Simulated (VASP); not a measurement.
A run of VASP 6.6.1:

Contents of POSCAR:

```
PtSe
1.0
    0.0000000000      2.4684015290      2.4684015290
    2.4684015290      0.0000000000      2.4684015290
    2.4684015290      2.4684015290      0.0000000000
Pt Se
1 1
Direct
    0.0000000000      0.0000000000      0.0000000000
    0.2500000000      0.2500000000      0.2500000000
```

INCAR.step1

```
SYSTEM = PtSe
PREC     = Accurate       ! precision mode
ENCUT    = 520            ! plane-wave cutoff, eV
EDIFF    = 1E-6           ! SCF threshold, eV
ISMEAR   = -1             ! smearing method
SIGMA    = 0.1            ! smearing width, eV
LREAL    = .FALSE.        ! projectors in reciprocal space
LASPH    = .TRUE.         ! aspherical terms in the spheres
NELM     = 80             ! most SCF steps
ALGO     = Normal         ! electronic algorithm
ISIF     = 2              ! what is computed and relaxed
LWAVE    = .FALSE.        ! write WAVECAR
LCHARG   = .TRUE.         ! write CHGCAR
LMAXMIX  = 4              ! l up to which the mixer works
GGA      = PS             ! functional
NBANDS   = 15             ! bands
```

Contents of KPOINTS.step1:

```
Automatic mesh
0
G
  13 13 13
  0 0 0
```

INCAR.step2

```
SYSTEM = PtSe
PREC     = Accurate       ! precision mode
ENCUT    = 520            ! plane-wave cutoff, eV
EDIFF    = 1E-6           ! SCF threshold, eV
ISMEAR   = -5             ! smearing method
SIGMA    = 0.1            ! smearing width, eV
LREAL    = .FALSE.        ! projectors in reciprocal space
LASPH    = .TRUE.         ! aspherical terms in the spheres
NELM     = 80             ! most SCF steps
ALGO     = Normal         ! electronic algorithm
ISIF     = 2              ! what is computed and relaxed
LWAVE    = .FALSE.        ! write WAVECAR
LCHARG   = .FALSE.        ! write CHGCAR
LMAXMIX  = 4              ! l up to which the mixer works
GGA      = PS             ! functional
LORBIT   = 11             ! projections on sites
NEDOS    = 1001           ! points of the DOS
ICHARG   = 11             ! starting density
```

File KPOINTS.step2:

```
Automatic mesh
0
G
  20 20 20
  0 0 0
```

Potentials or basis: VASP PAW PBE potentials, release 64 (Pt, Se).

Launch:

```bash
$ cat potpaw_PBE.64/Pt/POTCAR potpaw_PBE.64/Se/POTCAR > POTCAR
$ cp INCAR.step1 INCAR
$ cp KPOINTS.step1 KPOINTS
$ mpirun -np 1 vasp_std > vasp.out
$ cp INCAR.step2 INCAR
$ cp KPOINTS.step2 KPOINTS
$ mpirun -np 1 vasp_std > vasp.out
```

Hardware: 1 thread of Intel(R) Xeon(R) 6975P-C (Granite Rapids), with other jobs on the host.

Task: How long does it take, and how much memory?

Result: Wall time 44 s on 1 thread of Intel(R) Xeon(R) 6975P-C (Granite Rapids), on a shared host, peak memory 0.24 GiB. Counts: k points 256.
